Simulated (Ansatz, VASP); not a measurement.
## Two plane-wave programs on LaAl2N3

```
La Al N
1.0
     4.12438    0.00000    0.00000
     0.00000    4.12438    0.00000
     0.00000    0.00000    5.28096
La Al N
1 2 3
Direct
  0.50000 0.50000 0.44877
  0.50000 0.50000 0.91670
  0.00000 0.00000 0.31048
  0.50000 0.00000 0.80801
  0.00000 0.50000 0.80801
  0.00000 0.00000 0.06669
```

Alike in both runs: task relaxation of cell and atoms; functional PBE; k mesh 4 × 4 × 4; occupations gaussian, width 0.1 eV; no spin polarisation.

|  | VASP | Ansatz |
| --- | --- | --- |
| version | VASP 6.6.1 | Ansatz 0.2.0 |
| potentials or method | VASP PAW PBE potentials, release 64 (La, Al, N), cutoff 600 eV | scalar-relativistic, plane waves, PAW |
| valence electrons in the cell | 32 | 32 |

Ansatz gave:

```
gap on the k mesh at the Fermi level, each at its own relaxed structure (eV) : none
relaxed volume (Å³/atom)                                                     : 16.73
relaxed cell length with the largest relative difference (Å)                 : 7.224
```

**Question.** What did VASP give for the same quantities?

**Answer.** gap on the k mesh at the Fermi level, each at its own relaxed structure (eV): none; relaxed volume (Å³/atom): 15.57; relaxed cell length with the largest relative difference (Å): 6.725.

A gap of «none» marks a metal or a gap that the smearing closes. One of these differences is far larger than is usual between the two programs; its cause wasn't traced.

The k mesh is coarse, so the values compare programs but aren't converged. Spin-orbit coupling is off throughout.
